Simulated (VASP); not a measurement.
## SnSe2: single point with PBE+D3(BJ)

The system is SnSe2, a sheet with vacuum.

```xyz
3
Lattice="3.8239 0.0000 0.0000 -1.9119 3.3116 0.0000 0.0000 0.0000 30.1600" Properties=species:S:1:pos:R:3 pbc="T T T"
Se    0.0000    2.2077    6.9893
Se    1.9119    1.1039   10.1907
Sn    0.0000    0.0000    8.5900
```

```json
{"Program": "VASP 6.6.1", "Task": "single point", "Functional": "PBE", "Dispersion": "D3(BJ)", "Potentials or basis": "VASP PAW PBE potentials, release 64 (Se, Sn_d)", "Cutoff": "400 eV", "k mesh": "12 × 12 × 1", "Occupations": "gaussian, width 0.03 eV", "Spin": "no spin polarisation"}
```

```yaml
Largest_force: 0.015 eV/Å
Band_gap_on_the_k_mesh: 0.77 eV (least direct gap 1.11 eV)
Dispersion_energy_per_atom: -0.253 eV
```

Forces on the atoms (eV/Å):
```
Se   0.000  0.000 -0.015
Se   0.000  0.000  0.015
Sn   0.000  0.000  0.000
```

Levels at points of the mesh, in eV from the valence-band top:
| k point | band 9 | band 10 | band 11 | band 12 | band 13 | band 14 | band 15 | band 16 | band 17 | band 18 |
| --- | --- | --- | --- | --- | --- | --- | --- | --- | --- | --- |
| (0.00, 0.00, 0.00) | -1.18 | -0.45 | -0.45 | -0.06 | -0.06 | 1.60 | 3.13 | 4.63 | 4.63 | 5.58 |
| (0.50, 0.00, 0.00) | -4.39 | -2.33 | -2.19 | -0.75 | -0.34 | 0.77 | 4.08 | 5.34 | 5.61 | 5.75 |

It took 3.1 min on 1 thread of Intel(R) Xeon(R) Platinum 8375C CPU @ 2.90GHz (Ice Lake), with other jobs on the host, peak memory 0.41 GiB.

Caveat: spin-orbit coupling is left out, which moves the levels of the heavy elements.
